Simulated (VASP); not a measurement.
## In: single point with PBEsol

The system is In.

```
CELL_PARAMETERS angstrom
-1.64454 1.64454 2.46681
1.64454 -1.64454 2.46681
1.64454 1.64454 -2.46681
ATOMIC_POSITIONS crystal
In 0.00000 0.00000 0.00000
```

This cell differs from its parent crystal: ratio of the length along z to the lengths across it x 1.5, volume and fractional coordinates fixed.

- Program: VASP 6.6.1
- Task: single point
- Functional: PBEsol
- Potentials or basis: VASP PAW PBE potentials, release 64 (In_d)
- Cutoff: 520 eV
- k mesh: 20 × 20 × 20
- Occupations: gaussian, width 0.15 eV
- Spin: no spin polarisation
- Dipole correction: no
- Further INCAR settings: ALGO = Fast; EDIFF = 1e-06; NBANDS = 12

| Item | Value |
| --- | --- |
| Pressure | -1.7 GPa |

Levels at points of the mesh, in eV from the Fermi level:
```tsv
k point	band 2	band 3	band 4	band 5	band 6	band 7	band 8	band 9	band 10	band 11
(0.00, 0.00, 0.00)	-14.48	-14.48	-14.39	-14.31	-9.42	10.35	10.35	10.49	11.53	13.83
(0.50, 0.00, 0.00)	-14.54	-14.47	-14.21	-14.18	-4.31	-3.29	7.59	8.84	10.98	11.52
(0.50, 0.50, 0.00)	-14.63	-14.21	-14.19	-14.12	-1.95	-1.80	3.57	3.92	6.98	7.33
(0.50, 0.50, 0.50)	-14.63	-14.20	-14.17	-14.17	-2.80	-2.52	4.53	4.53	7.91	8.00
```

Run time: 3 min on 1 thread of Intel(R) Xeon(R) Platinum 8488C (Sapphire Rapids), with other jobs on the host, peak memory 0.31 GiB.

Caveat: the PAW data sets were made with another functional, which shifts forces and pressure a little; spin-orbit coupling is left out, which moves the levels of the heavy elements.
